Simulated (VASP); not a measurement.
BAs (o.bA), 2 atoms in the cell. The structure is cubic, space group F-43m (No. 216). Conventional cell: a = 4.809 Å, b = 4.809 Å, c = 4.809 Å, α = 90.00°, β = 90.00°, γ = 90.00°. B (site symmetry -43m) has 4 As at 2.08 Å within 2.8 Å. Within 2.8 Å of As (site symmetry -43m) lie 4 B at 2.08 Å. 

```yaml
Program: VASP 6.6.1
Task: single point
Functional: PBE
Potentials_or_basis: VASP PAW PBE potentials, release 64 (B, As)
Cutoff: 500 eV
k_mesh: 10 × 10 × 10
Occupations: gaussian, width 0.02 eV
Spin: no spin polarisation
Dipole_correction: no
Further_INCAR_settings: ALGO = Normal; EDIFF = 1e-06; NBANDS = 11
```

Potentials or basis: VASP PAW PBE potentials, release 64 (B, As).

Run with:

```sh
$ cat potpaw_PBE.64/B/POTCAR potpaw_PBE.64/As/POTCAR > POTCAR
$ mpirun -np 1 vasp_std > vasp.out
```

Hardware: 1 thread of Intel Xeon 8259CL, on a shared host.

Problem. How long does it take, and how much memory?

Solution. Wall time 23 s on 1 thread of Intel Xeon 8259CL, with other jobs on the host, peak memory 0.16 GiB. Counts: scf iterations 12, k points 47.
